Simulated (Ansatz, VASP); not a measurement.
This is a calculation of Si for VASP 6.6.1.

File INCAR:

```
  PREC = Accurate
  ENCUT = 520
  EDIFF = 1E-6
  ISMEAR = -1
  SIGMA = 0.05
  LREAL = False
  LASPH = True
  NELM = 60
  ALGO = Normal
  ISIF = 2
  LWAVE = False
  LCHARG = False
  GGA = CA
  NBANDS = 16
```

KPOINTS

```
regular mesh
0
Gamma
  8 8 8
```

POSCAR

```
Si
1.0
   -3.3692051543      3.3692051543      1.9476831092
    3.3692051543     -3.3692051543      1.9476831092
    3.3692051543      3.3692051543     -1.9476831092
Si
4
Direct
    0.8211989400      0.1788010600      0.0000000000
    0.1788010600      0.8211989400      0.0000000000
    0.8211989400      0.8211989400      0.6423978800
    0.1788010600      0.1788010600      0.3576021200
```

Potentials or basis: VASP PAW LDA potentials, release 64 (Si).

Run with:

```console
$ cat potpaw_LDA.64/Si/POTCAR > POTCAR
$ mpirun -np 1 vasp_std > vasp.out
```

Task: Set up the same calculation for Ansatz 0.2.0. Potentials there: Ansatz PAW.

Result: As run (the cutoff follows the program's own potentials):

The input input.yaml:

```yaml
crystal:
  lattice:
    - [-3.3692051543, 3.3692051543, 1.9476831092]
    - [3.3692051543, -3.3692051543, 1.9476831092]
    - [3.3692051543, 3.3692051543, -1.9476831092]
  atoms:
    - { symbol: Si, position: [0.82119894, 0.17880106, 0.0] }
    - { symbol: Si, position: [0.17880106, 0.82119894, 0.0] }
    - { symbol: Si, position: [0.82119894, 0.82119894, 0.64239788] }
    - { symbol: Si, position: [0.17880106, 0.17880106, 0.35760212] }
hamiltonian:
  xc: lda
  pseudopotentials: { kind: paw }
kpoints:
  mp_grid: { grid: [8, 8, 8] }
scf:
  occupations: { method: fermi_dirac, width: 0.05 }
output:
  forces: true
  stress: true
  eigenvalues: true
```

Potentials or basis: Ansatz PAW.

The run is started by

```sh
$ ansatz run input.yaml --threads 1 --pin off --max-ram 3584MiB --backend cpu --events-out ev --progress --plain --runs-dir out
```

Both were run:

|  | VASP | Ansatz | Ansatz less VASP |
| --- | --- | --- | --- |
| gap on the k mesh at the Fermi level (eV) | 0.15 | 0.15 | -0.003 |
| least direct gap on the mesh (eV) | 0.32 | 0.32 | +0.001 |
| pressure (GPa) | -4.7 | -4.8 | -0.02 |
| traceless stress, the component that is largest in VASP (GPa) | -0.25 | -0.24 | +0.015 |
| rms of the force components (eV/Å) | 0.042 | 0.044 | +0.0017 |

LDA's correlation is that of Perdew and Zunger in VASP and of Perdew and Wang (1992) in Ansatz. Atom by atom the forces differ by 0.002 eV/Å (rms over components).
